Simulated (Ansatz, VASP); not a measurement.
## Two plane-wave programs on InP

```
In P
1.0
     0.00000    2.95357    2.99787
     2.95357    0.00000    2.99787
     2.95357    2.95357    0.00000
In P
1 1
Cartesian
  0.0000 0.0000 0.0000
  4.4304 4.4304 4.4968
```

Change from the starting cell: strain +0.000 along x and y, +0.015 along z, atoms carried along.

Alike in both runs: task single point; functional r2SCAN; k mesh 8 × 8 × 8; occupations gaussian, width 0.05 eV; no spin polarisation.

|  | VASP | Ansatz |
| --- | --- | --- |
| version | VASP 6.6.1 | Ansatz 0.2.0 |
| potentials or method | VASP PAW PBE potentials, release 64 (In_d, P), cutoff 520 eV | scalar-relativistic, plane waves, PAW |
| valence electrons in the cell | 18 | 18 |

Ansatz gave:

```
gap on the k mesh at the Fermi level (eV)                     : 0.92
least direct gap on the mesh (eV)                             : 0.92
pressure (GPa)                                                : -1.0
traceless stress, the component that is largest in VASP (GPa) : -0.46
```

Task: What did VASP give for the same quantities?

Result: gap on the k mesh at the Fermi level (eV): 0.92; least direct gap on the mesh (eV): 0.92; pressure (GPa): -1.1; traceless stress, the component that is largest in VASP (GPa): -0.46.

VASP's potentials were made for PBE, not for r2SCAN. The functional is the same, so the differences come from potentials, cutoffs and numerics.
